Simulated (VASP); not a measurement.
Input of a VASP 6.6.1 run:

The input INCAR:

```
ALGO = Normal
DIPOL = 0.5 0.5 0.289
EDIFF = 1E-6
ENCUT = 400
GGA = PE
GGA_COMPAT = False
IDIPOL = 3
ISIF = 2
ISMEAR = 0
IVDW = 12
LASPH = True
LCHARG = False
LDIPOL = True
LREAL = False
LWAVE = False
NBANDS = 12
NELM = 120
NELMDL = -8
PREC = Accurate
SIGMA = 0.03
```

The input KPOINTS:

```
k-points
0
Gamma
  12 12 1
```

POSCAR

```
Sb
1.0
    4.0685005391      0.0000000000      0.0000000000
   -2.0342502696      3.5234248222      0.0000000000
    0.0000000000      0.0000000000     27.1000000030
Sb
2
Direct
    0.3333333333      0.6666666667      0.2583030261
    0.6666666667      0.3333333333      0.3191877488
```

Potentials or basis: VASP PAW PBE potentials, release 64 (Sb).

Command:

```bash
$ cat potpaw_PBE.64/Sb/POTCAR > POTCAR
$ mpirun -np 1 vasp_std > vasp.out
```

Question: What does it give for the band gap on the k mesh?

Answer: 1.19 eV, indirect (least direct gap 1.64 eV).

Question: Estimate the largest force.

Answer: 0.091 eV/Å.

Question: What does it give for the dispersion energy per atom?

Answer: -0.237 eV.

Forces in eV/Å, atoms in the order of the input:
```
Sb   0.000  0.000 -0.091
Sb   0.000  0.000  0.091
```

Caveat: spin-orbit coupling is left out, which moves the levels of the heavy elements.
